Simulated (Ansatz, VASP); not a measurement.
**BiTe in VASP and in Ansatz**

```xyz
2
Lattice="0.0000 3.4151 2.9028 3.4151 0.0000 2.9028 3.4151 3.4151 0.0000" Properties=species:S:1:pos:R:3 pbc="T T T"
Bi    0.0000    0.0000    0.0000
Te    3.4151    3.4151    2.9028
```

Alike in both runs: task single point; functional PBE; k mesh 14 × 14 × 14; occupations gaussian, width 0.15 eV; no spin polarisation.

```csv
,VASP,Ansatz
version,VASP 6.6.1,Ansatz 0.2.0
potentials or method,"VASP PAW PBE potentials, release 64 (Bi_d, Te), cutoff 520 eV","scalar-relativistic, plane waves, PAW"
valence electrons in the cell,21,31
```

Ansatz gave:

| Quantity | Value |
| --- | --- |
| gap on the k mesh at the Fermi level (eV) | none |
| pressure (GPa) | 3.7 |
| traceless stress, the component that is largest in VASP (GPa) | 12.62 |

Problem. Which values does VASP return?

Solution. gap on the k mesh at the Fermi level (eV): none; pressure (GPa): 3.7; traceless stress, the component that is largest in VASP (GPa): 12.60.

A gap of «none» marks a metal or a gap that the smearing closes. With one functional, cell and mesh, what is left measures potentials, basis and numerics. VASP's potentials hold 21 valence electrons a cell and Ansatz's 31, so a difference there can come from the potentials and not from the codes.

Neither program's run includes spin-orbit coupling.
